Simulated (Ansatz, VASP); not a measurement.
## BiO5: VASP beside Ansatz

```
CELL_PARAMETERS angstrom
4.76078 0.00000 0.00000
-2.38039 4.12296 0.00000
0.00000 0.00000 3.27824
ATOMIC_POSITIONS crystal
Bi 0.00000 0.00000 0.50000
O 0.00000 0.65814 0.00000
O 0.65814 0.00000 0.00000
O 0.34186 0.34186 0.00000
O 0.66667 0.33333 0.50000
O 0.33333 0.66667 0.50000
```

Change from the starting cell: species swapped into the YMg5 type (P-62m, No. 189).

Alike in both runs: functional PBE; k mesh 4 × 4 × 4; occupations gaussian, width 0.2 eV; no spin polarisation.

Ansatz relaxed the structure, and its values are those at the end. VASP's run is a single point on that final structure, the one shown.

|  | VASP | Ansatz |
| --- | --- | --- |
| version | VASP 6.6.1 | Ansatz 0.2.0 |
| potentials or method | VASP PAW PBE potentials, release 64 (Bi_d, O), cutoff 600 eV | scalar-relativistic, plane waves, PAW |
| valence electrons in the cell | 45 | 45 |

Ansatz gave:

| Item | Value |
| --- | --- |
| gap on the k mesh at the Fermi level (eV) | none |
| pressure (GPa) | -0.7 |
| rms of the force components (eV/Å) | 0.002 |

What did VASP give for the same quantities?

gap on the k mesh at the Fermi level (eV): none; pressure (GPa): -0.7; rms of the force components (eV/Å): 0.017.

A gap of «none» marks a metal or a gap that the smearing closes.

The k mesh is coarse, so the values compare programs but aren't converged. Neither program's run includes spin-orbit coupling.
